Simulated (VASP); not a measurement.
# Be31C17 (a cell with a defect) in VASP: a series of runs, part 3 of 3

VASP 6.6.1.

### 4 Single point, PBE, collinear spin

Input file INCAR:

```
SYSTEM = Be31C17
PREC = Accurate
ENCUT = 520
EDIFF = 1E-6
ISMEAR = 0
SIGMA = 0.01
LREAL = Auto
LASPH = .TRUE.
NELM = 150
ALGO = Normal
ISIF = 2
LWAVE = .FALSE.
LCHARG = .FALSE.
ISPIN = 2
MAGMOM = 0.091 0 0 0.091 0 0 0 0.091 0 0.091 0.091 0 0 0 0 0 0 0 0 0 0 0 0 0 0 0 0 0 0 0 0 0 0 0 0 0 0 0 0.091 0 0.091 0.091 0 0 0.091 0.091 0.091 0
LORBIT = 11
GGA = PE
NELECT = 129.0
NBANDS = 99
```

Input file KPOINTS:

```
Automatic mesh
0
Gamma
  2 2 2
  0.5 0.5 0.5
```

Input file POSCAR:

```
Be31C17
1.0
    4.3283951478     -4.3283951478     -4.3283951478
   -4.3283951478     -4.3283951478      4.3283951478
   -4.3283951478      4.3283951478     -4.3283951478
C Be
17 31
Direct
    0.0000000000      0.2500000000      0.5000000000
    0.2520504346      0.7508372633      0.0008372633
    0.2487868287      0.9979495654      0.7487868287
    0.2268704651      0.2500000000      0.5000000000
    0.0000000000      0.7491627367      0.2512131713
    0.2487868287      0.4987868287      0.2479495654
    1.0000000000      1.0012131713      0.9991627367
    0.0000000000      0.2500000000      0.7268704651
    0.7512131713      0.7491627367      0.5000000000
    0.0000000000      0.4768704651      0.5000000000
    0.7731295349      1.0231295349      0.2731295349
    0.7512131713      0.2500000000     -0.0008372633
    0.5008372633      0.7508372633      0.7520504346
    0.7479495654      0.4987868287      0.7487868287
    0.4991627367      1.0012131713      0.5000000000
    0.4991627367      0.2500000000      0.2512131713
    0.5008372633      0.5020504346      0.0008372633
    0.0000000000      0.5002052559      0.2524367858
    0.0000000000      0.7500000000      0.0000000000
    0.7524367858      0.2500000000      0.7502052559
    0.0000000000      0.0024367858      0.7502052559
    0.7524367858      0.5002052559      0.5000000000
    0.7497947441      0.7522315299      0.2497947441
    0.5000000000      0.2500000000      0.0000000000
    0.7497947441     -0.0002052559      0.0022315299
    0.4977684701      0.4975632142      0.7475632142
    0.5000000000      0.7500000000      0.5000000000
    0.2502052559      0.2500000000      0.2524367858
    0.5022315299     -0.0002052559      0.2497947441
    0.2475632142      0.4975632142     -0.0022315299
    0.2475632142      0.7477684701      0.7475632142
    0.2502052559      0.0024367858      0.5000000000
    0.4847370705      0.7347370705     -0.0152629295
    0.5000000000      0.0000000000      0.7500000000
    0.5152629295      0.2500000000      0.5000000000
    0.2500000000      0.7500000000      0.2500000000
    0.5000000000      0.5000000000      0.2500000000
    0.2500000000      0.0000000000      0.0000000000
    0.2544004030      0.2500000000      0.7544004030
    0.0000000000      0.7652629295      0.5000000000
    0.2544004030      0.5044004030      0.5000000000
    0.0000000000     -0.0044004030      0.2455995970
    0.0000000000      0.2500000000      0.0152629295
    0.7500000000      0.7500000000      0.7500000000
    0.0000000000      0.5044004030      0.7544004030
    0.7455995970     -0.0044004030      0.5000000000
    0.7455995970      0.2500000000      0.2455995970
    0.7500000000      0.5000000000      0.0000000000
```

Potentials or basis: VASP PAW PBE potentials, release 64 (C, Be).

On the command line:

```sh
cat potpaw_PBE.64/C/POTCAR potpaw_PBE.64/Be/POTCAR > POTCAR
mpirun -np 1 vasp_std > vasp.out
```

OUTCAR:

```text
SYSTEM = Be31C17
   PREC = Accurate
   ENCUT = 520
   EDIFF = 1E-6
   ISMEAR = 0
   LREAL = Auto
   LASPH = .TRUE.
   NELM = 150
   ISIF = 2
   ISPIN = 2
   LORBIT = 11
   GGA = PE
   NELECT = 129.0

 ion  position               nearest neighbor table
   1  0.000  0.250  0.500-   4 1.70   8 1.70  10 1.70  11 1.70  39 2.20  41 2.20  42 2.20  45 2.20
                            46 2.20  47 2.20
   2  0.252  0.751  0.001-  33 1.83  45 1.86  29 1.87  38 1.88  36 1.88  30 1.88  31 1.88  19 1.89

   3  0.249  0.998  0.749-  40 1.83  39 1.86  31 1.87  34 1.88  38 1.88  21 1.88  32 1.88  24 1.89
[... 77 lines left out ...]
  42  0.000  0.996  0.246-  11 1.85   4 1.85   7 1.86   5 1.86  19 2.13  25 2.16  32 2.16  28 2.16
                            23 2.16   1 2.20
  43  0.000  0.250  0.015-   6 1.83   7 1.83  12 1.83  18 2.11  25 2.11  28 2.11   8 2.16  30 2.22
                            21 2.22  20 2.22
  44  0.750  0.750  0.750-   9 1.88  14 1.88  13 1.88   7 1.88  19 2.16  27 2.16  21 2.17  25 2.17
                            26 2.17  22 2.17
  45  0.000  0.504  0.754-   8 1.85  10 1.85   2 1.86  14 1.86  19 2.13  20 2.16  22 2.16  30 2.16
                            31 2.16   1 2.20
  46  0.746  0.996  0.500-  11 1.85   8 1.85   9 1.86  15 1.86  27 2.13  21 2.16  23 2.16  20 2.16
                            29 2.16   1 2.20
  47  0.746  0.250  0.246-  11 1.85  10 1.85  12 1.86  16 1.86  24 2.13  22 2.16  25 2.16  18 2.16
                            29 2.16   1 2.20
  48  0.750  0.500  0.000-  12 1.88  14 1.88   5 1.88  17 1.88  19 2.16  24 2.16  20 2.17  23 2.17
                            18 2.17  26 2.17

  LATTYP: Found a body centered cubic cell.
 ALAT       =     8.6567902956

  Lattice vectors:

 A1 = (   4.3283951478,  -4.3283951478,  -4.3283951478)
 A2 = (  -4.3283951478,  -4.3283951478,   4.3283951478)
 A3 = (  -4.3283951478,   4.3283951478,  -4.3283951478)

Analysis of symmetry for initial positions (statically):
=====================================================================
 Subroutine PRICEL returns:
 Original cell was already a primitive cell.

 Routine SETGRP: Setting up the symmetry group for a
 body centered cubic supercell.

 Subroutine GETGRP returns: Found 24 space group operations
 (whereof  2 operations were pure point group operations)
 out of a pool of 48 trial point group operations.

The static configuration has the point symmetry C_1h.
 The point group associated with its full space group is T_d .

Analysis of symmetry for dynamics (positions and initial velocities):
=====================================================================
 Subroutine PRICEL returns:
 Original cell was already a primitive cell.

 Routine SETGRP: Setting up the symmetry group for a
 body centered cubic supercell.

 Subroutine GETGRP returns: Found 24 space group operations
 (whereof  2 operations were pure point group operations)
 out of a pool of 48 trial point group operations.

The dynamic configuration has the point symmetry C_1h.
 The point group associated with its full space group is T_d .

Analysis of structural, dynamic, and magnetic symmetry:
=====================================================================
 Subroutine PRICEL returns:
 Original cell was already a primitive cell.

 Routine SETGRP: Setting up the symmetry group for a
 body centered cubic supercell.

 Subroutine GETGRP returns: Found 24 space group operations
 (whereof  2 operations were pure point group operations)
 out of a pool of 48 trial point group operations.

The overall configuration has the point symmetry C_1h.
 The point group associated with its full space group is T_d .
[... 184 lines left out ...]
   EFERMI_NEDOS =   21; number of points for ismear=-14 and -15
   IALGO  =     38    algorithm
   IMIX   =      4    mixing-type and parameters
     AMIX     =   0.40;   BMIX     =  1.00
     AMIX_MAG =   1.60;   BMIX_MAG =  1.00
  volume/ion in A,a.u.               =       6.76        45.60
  Fermi-wavevector in a.u.,A,eV,Ry     =   1.203902  2.275045 19.720015  1.449380
  Thomas-Fermi vector in A             =   2.339642
   LORBIT       =     11    0 simple, 1 ext, 2 COOP (PROOUT), +10 PAW based schemes
   GGA     = PE    functional components
   LHFCALC =     F    Hartree Fock is set to
   AEXX    =    0.0000 exact exchange contribution
   IVDW    =     0    specifies the selected vdW correction
   LEPSILON=     F    determine dielectric tensor
   LRPA    =     F    only Hartree local field effects (RPA)
 spin polarized calculation
 Gauss-broadening in eV      SIGMA  =   0.01
  energy-cutoff  :      520.00
  volume of cell :      324.37
 maximum number of plane-waves:      8796
   NGX = 27   NGY = 27   NGZ = 27

 number of electron     128.9999988 magnetization       0.4999893

 Free energy of the ion-electron system (eV)
  ---------------------------------------------------
  ext. energy  EPLUGINS =         0.00000000
  ---------------------------------------------------
  free energy    TOTEN  =      -286.13491521 eV

  energy without entropy =     -286.13298693  energy(sigma->0) =     -286.13395107

 E-fermi :   9.4635     XC(G=0): -11.4515

 val. band max:        9.4604188115   @ k =  -0.2500   0.2500   0.2500
 cond. band min:       9.5383965246   @ k =  -0.2500   0.2500   0.2500
 fundamental gap:      0.0779777131
 Fermi energy:         9.4634645135

 spin component 1

 k-point     1 :       0.2500    0.2500    0.2500
  band No.  band energies     occupation
      1      -8.9730      1.00000
      2      -6.3007      1.00000
      3      -6.3007      1.00000
      4      -6.3007      1.00000
      5      -5.1270      1.00000
      6      -4.6685      1.00000
[... 147 lines left out ...]
     75      12.9293      0.00000
     76      12.9310      0.00000
 Fermi energy:         9.4634645135

 spin component 2

 k-point     1 :       0.2500    0.2500    0.2500
  band No.  band energies     occupation
      1      -8.9429      1.00000
      2      -6.2800      1.00000
      3      -6.2800      1.00000
      4      -6.2800      1.00000
      5      -5.1088      1.00000
      6      -4.6516      1.00000
[... 147 lines left out ...]
     75      12.9736      0.00000
     76      12.9773      0.00000
 [bands above 76 left out]

------------------------ aborting loop because EDIFF is reached ----------------------------------------

  FORCE on cell =-STRESS in cart. coord.  units (eV):
  Direction    XX          YY          ZZ          XY          YZ          ZX
  --------------------------------------------------------------------------------------
  -------------------------------------------------------------------------------------
  Total       -9.6932535     -9.6932535     -9.6932535      0.0000000      0.0000000      0.0000000
  in kB      -47.8783810    -47.8783810    -47.8783810      0.0000000      0.0000000      0.0000000
  external PRESSURE =     -47.8783810 kB  Pullay stress =       0.0000000 kB

 VOLUME and BASIS-vectors are now :
 -----------------------------------------------------------------------------
  energy-cutoff  :      520.00
  volume of cell :      324.37
      direct lattice vectors                 reciprocal lattice vectors
     4.328395148 -4.328395148 -4.328395148     0.000000000 -0.115516256 -0.115516256
    -4.328395148 -4.328395148  4.328395148    -0.115516256 -0.115516256  0.000000000
    -4.328395148  4.328395148 -4.328395148    -0.115516256  0.000000000 -0.115516256

 POSITION                                       TOTAL-FORCE (eV/Angst)
 -----------------------------------------------------------------------------------
     -3.24630      1.08210     -1.08210         0.000000      0.000000     -0.000000
     -2.16257     -4.33727      2.15532        -0.016345      0.001250      0.001250
     -6.48372     -2.15532      0.00163        -0.001250     -0.001250     -0.016345
     -2.26431      0.10011     -2.06408         0.002303     -0.002303     -0.002303
     -4.33002     -2.15532      2.15532         0.016345     -0.001250      0.001250
     -2.15532     -2.16257      0.00888        -0.001250     -0.016345     -0.001250
[... 40 lines left out ...]
      1.08210     -3.24630     -3.20820         0.000000      0.000000      0.001002
      1.08210     -5.41049     -1.08210        -0.000000      0.000000     -0.000000
 -----------------------------------------------------------------------------------
    total drift:                                0.000002      0.000002      0.000002

  FREE ENERGIE OF THE ION-ELECTRON SYSTEM (eV)
  ---------------------------------------------------
  free  energy   TOTEN  =      -286.1349152066 eV

  energy  without entropy=     -286.1329869276  energy(sigma->0) =     -286.13395107

 total charge

# of ion       s       p       d       tot
------------------------------------------
    1        0.852   1.390   0.000   2.242
    2        0.809   1.685   0.000   2.494
    3        0.809   1.685   0.000   2.494
    4        0.812   1.643   0.000   2.455
    5        0.809   1.685   0.000   2.494
    6        0.809   1.685   0.000   2.494
[... 40 lines left out ...]
   47        0.430   0.842   0.000   1.272
   48        0.421   0.824   0.000   1.244
--------------------------------------------------
tot         26.935  53.757   0.000  80.692

 magnetization (x)

# of ion       s       p       d       tot
------------------------------------------
    1        0.004   0.015   0.000   0.019
    2        0.003  -0.002   0.000   0.001
    3        0.003  -0.002   0.000   0.001
    4        0.005  -0.001   0.000   0.004
    5        0.003  -0.002   0.000   0.001
    6        0.003  -0.002   0.000   0.001
[... 40 lines left out ...]
   47        0.000   0.003   0.000   0.003
   48        0.000   0.002   0.000   0.002
--------------------------------------------------
tot          0.070   0.087   0.000   0.157
```

Run time: 4.3 min. Hardware: 1 thread of Intel Xeon Platinum 8488C (Sapphire Rapids), shared host; peak memory 0.58 GiB.

What came out:

```
Free energy                                           : -286.1349 eV
Largest force                                         : 0.016 eV/Å
Net moment                                            : 0.50 μB per cell
Valence electrons inside the program's atomic spheres : C 2.24, 2.49, 2.46 (each value once); Be 1.24, 1.25, 1.27 (each value once)
```

Forces in eV/Å, atoms in the order of the input:
```
C    0.000  0.000  0.000
C   -0.016  0.001  0.001
C   -0.001 -0.001 -0.016
C    0.002 -0.002 -0.002
C    0.016 -0.001  0.001
C   -0.001 -0.016 -0.001
C    0.016  0.001 -0.001
C   -0.002  0.002 -0.002
C   -0.001  0.016  0.001
C   -0.002 -0.002  0.002
C    0.002  0.002  0.002
C   -0.001  0.001  0.016
C    0.001 -0.016  0.001
C   -0.016 -0.001 -0.001
C    0.001  0.016 -0.001
C    0.001 -0.001  0.016
C    0.001  0.001 -0.016
Be  -0.010  0.001 -0.001
Be   0.000  0.000  0.000
Be   0.001 -0.001 -0.010
Be  -0.010 -0.001  0.001
Be   0.001 -0.010 -0.001
Be  -0.001 -0.001  0.010
Be   0.000  0.000  0.000
Be  -0.001  0.010 -0.001
Be   0.010  0.001  0.001
Be   0.000  0.000  0.000
Be  -0.001  0.001 -0.010
Be   0.010 -0.001 -0.001
Be   0.001  0.010  0.001
Be   0.001  0.001  0.010
Be  -0.001 -0.010  0.001
Be  -0.004 -0.004 -0.004
Be   0.000  0.000  0.000
Be  -0.004  0.004  0.004
Be   0.000  0.000  0.000
Be   0.000  0.000  0.000
Be   0.000  0.000  0.000
Be   0.000  0.000 -0.001
Be   0.004  0.004 -0.004
Be   0.000 -0.001  0.000
Be   0.001  0.000  0.000
Be   0.004 -0.004  0.004
Be   0.000  0.000  0.000
Be  -0.001  0.000  0.000
Be   0.000  0.001  0.000
Be   0.000  0.000  0.001
Be   0.000  0.000  0.000
```

Levels at points of the mesh, in eV from the Fermi level:
Spin up:
```
           k point  band 63  band 64  band 65  band 66  band 67  band 68
(0.25, 0.25, 0.25)    -2.85    -2.85    -0.39     1.41     1.41     1.41
```
Spin down:
| k point | band 61 | band 62 | band 63 | band 64 | band 65 | band 66 | band 67 | band 68 |
| --- | --- | --- | --- | --- | --- | --- | --- | --- |
| (0.25, 0.25, 0.25) | -2.96 | -2.85 | -2.85 | -2.85 | -0.34 | 1.47 | 1.47 | 1.47 |

Caveat: the k points lie up to 0.51 Å⁻¹ apart; the cell carries a net charge on a neutralising background, which shifts energy and pressure; the cell is charged against a uniform background, so pressure and absolute levels hang on convention.
